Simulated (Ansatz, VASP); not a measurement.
## GaP in VASP and in Ansatz

```
Ga P
1.0
     0.00000    2.75304    2.75304
     2.75304    0.00000    2.75304
     2.75304    2.75304    0.00000
Ga P
1 1
Direct
  0.00000 0.00000 0.00000
  0.75000 0.75000 0.75000
```

Alike in both runs: functional PBE; k mesh 8 × 8 × 8; no spin polarisation.

Ansatz relaxed the structure, and its values are those at the end. VASP's run is a single point on that final structure, the one shown.

|  | VASP | Ansatz |
| --- | --- | --- |
| version | VASP 6.6.1 | Ansatz 0.2.0 |
| potentials or method | VASP PAW PBE potentials, release 64 (Ga_d, P), cutoff 520 eV | scalar-relativistic, plane waves, PAW |
| occupations | gaussian, width 0.01 eV | fixed |
| valence electrons in the cell | 18 | 18 |

|  | VASP | Ansatz | Ansatz less VASP |
| --- | --- | --- | --- |
| gap on the k mesh at the Fermi level (eV) | 1.58 | 1.58 | +0.003 |
| least direct gap on the mesh (eV) | 1.58 | 1.58 | +0.003 |
| pressure (GPa) | 0.0 | 0.0 | +0.01 |
